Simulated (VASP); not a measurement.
C, 2 atoms in the cell. Symmetry: Fd-3m, No. 227, cubic system. Conventional cell: a = 3.567 Å, b = 3.567 Å, c = 3.567 Å, α = 90.00°, β = 90.00°, γ = 90.00°. Within 2.1 Å of C (site symmetry -43m) lie 4 C at 1.54 Å. 

```yaml
Program: VASP 6.6.1
Task: single point
Functional: r2SCANh
Potentials_or_basis: VASP PAW PBE potentials, release 64 (C)
Cutoff: 520 eV
k_mesh: 7 × 7 × 7
Occupations: fermi-dirac, width 0.05 eV
Spin: no spin polarisation
Dipole_correction: no
Grid_for_exact_exchange_PRECFOCK: Normal
Further_INCAR_settings: ALGO = Normal; EDIFF = 1e-06; NBANDS = 11
Share_of_exact_exchange: 0.1
```

Potentials or basis: VASP PAW PBE potentials, release 64 (C).

Run with:

```bash
$ cat potpaw_PBE.64/C/POTCAR > POTCAR
$ cp INCAR.step1 INCAR
$ mpirun -np 1 vasp_std > vasp.out
$ cp INCAR.step2 INCAR
$ mpirun -np 1 vasp_std > vasp.out
```

Hardware: 1 thread of AMD EPYC 7R13 Processor (Zen 3) (shared host).

Question: How long does it take, and how much memory?

Answer: It took 5 min on 1 thread of AMD EPYC 7R13 Processor (Zen 3), with other jobs on the host, peak memory 0.1 GiB. Counts: k points 20.
